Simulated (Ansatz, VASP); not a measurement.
**HCBr3 in VASP and in Ansatz**

```
H C Br
1.0
     6.27485    0.00000    0.00000
    -3.13743    5.43418    0.00000
     0.00000    0.00000    7.15688
H C Br
2 2 6
Direct
  0.66667 0.33333 0.23152
  0.33333 0.66667 0.73152
  0.66667 0.33333 0.07824
  0.33333 0.66667 0.57824
  0.71599 0.64963 0.00041
  0.06637 0.71599 0.50041
  0.35037 0.06637 0.00041
  0.28401 0.35037 0.50041
  0.93363 0.28401 0.00041
  0.64963 0.93363 0.50041
```

Alike in both runs: functional PBEsol; k mesh 6 × 6 × 4; occupations gaussian, width 0.02 eV; no spin polarisation.

Ansatz relaxed the structure, and its values are those at the end. VASP's run is a single point on that final structure, the one shown.

|  | VASP | Ansatz |
| --- | --- | --- |
| version | VASP 6.6.1 | Ansatz 0.2.0 |
| potentials or method | VASP PAW PBE potentials, release 64 (H, C, Br), cutoff 520 eV | scalar-relativistic, plane waves, PAW |
| valence electrons in the cell | 52 | 52 |

Ansatz gave:

```
gap on the k mesh at the Fermi level (eV) : 3.72
least direct gap on the mesh (eV)         : 3.76
pressure (GPa)                            : 0.0
rms of the force components (eV/Å)        : 0.003
```

Question: What did VASP give for the same quantities?

Answer: gap on the k mesh at the Fermi level (eV): 3.72; least direct gap on the mesh (eV): 3.77; pressure (GPa): 0.1; rms of the force components (eV/Å): 0.016.

VASP's potentials were made for PBE, not for PBEsol.
